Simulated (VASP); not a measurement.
Set up this calculation in VASP 6.6.1, as the native input.

```
Task                   : single point
Functional             : LDA
Potentials or basis    : VASP PAW LDA potentials, release 64 (Si)
Cutoff                 : 520 eV
k mesh                 : 24 × 24 × 20
Occupations            : gaussian, width 0.15 eV
Spin                   : no spin polarisation
Dipole correction      : no
Further INCAR settings : ALGO = Normal; EDIFF = 1e-06; NBANDS = 8
```

The structure of Si lies in POSCAR:

```
Si
1.0
    2.6205428149      0.0000000000      0.0000000000
   -1.3102714075      2.2694566494      0.0000000000
    0.0000000000      0.0000000000      2.4910179339
Si
1
Direct
    0.0000000000      0.0000000000      0.0000000000
```

This isn't the form of Si at room conditions, which is diamond.

This cell differs from its parent crystal: strain +0.0100 x Voigt [0, 0, 1, 0, 0, 0].

One way to write it, as run:

INCAR

```
SYSTEM = Si
ALGO = Normal ; EDIFF = 1E-6
ENCUT = 520 ; GGA = CA
ISIF = 2 ; ISMEAR = 0
LASPH = .True. ; LCHARG = .False.
LREAL = .False. ; LWAVE = .False.
NBANDS = 8 ; NELM = 100
PREC = Accurate ; SIGMA = 0.15
```

KPOINTS

```
k-points
0
Gamma
  24 24 20
  0 0 0
```

Potentials or basis: VASP PAW LDA potentials, release 64 (Si).

Command:

```bash
$ cat potpaw_LDA.64/Si/POTCAR > POTCAR
$ mpirun -np 1 vasp_std > vasp.out
```

Results of the run:

```
Pressure               : -1.9 GPa
Band gap on the k mesh : zero (bands 2 and 3 overlap by 11.90 eV)
```

Caveat: the cell differs from its parent crystal (strain +0.0100 x Voigt [0, 0, 1, 0, 0, 0]).

It took 63 s on 1 thread of Intel Xeon 8259CL, with other jobs on the host, peak memory 0.17 GiB.
